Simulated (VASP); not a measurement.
BiTe, 2 atoms in the cell. The structure is cubic, space group Fm-3m (No. 225). The conventional cell has a = 6.470 Å, b = 6.470 Å, c = 6.470 Å, α = 90.00°, β = 90.00°, γ = 90.00°. Within 4.3 Å of Bi (site symmetry m-3m) lie 6 Te at 3.23 Å. Within 4.3 Å of Te (site symmetry m-3m) lie 6 Bi at 3.23 Å. 

* Program: VASP 6.6.1
* Task: relaxation of cell and atoms
* Functional: LDA
* Potentials or basis: VASP PAW LDA potentials, release 64 (Bi_d, Te)
* Cutoff: 600 eV
* k mesh: 9 × 9 × 9
* Occupations: fermi-dirac, width 0.1 eV
* Spin: no spin polarisation
* Dipole correction: no
* Further INCAR settings: ALGO = Normal; EDIFF = 1e-06; IBRION = 2; EDIFFG = -0.01; NSW = 80; ISIF = 3

Potentials or basis: VASP PAW LDA potentials, release 64 (Bi_d, Te).

Run with:

```console
$ cat potpaw_LDA.64/Bi_d/POTCAR potpaw_LDA.64/Te/POTCAR > POTCAR
$ mpirun -np 1 vasp_std > vasp.out
```

Hardware: 1 thread of Intel Xeon 8259CL (shared host).

Q: Estimate the wall time of this run.

A: Wall time 2.3 min on 1 thread of Intel Xeon 8259CL, on a shared host, peak memory 0.23 GiB. Counts: scf iterations 26, k points 35, ion steps 3.
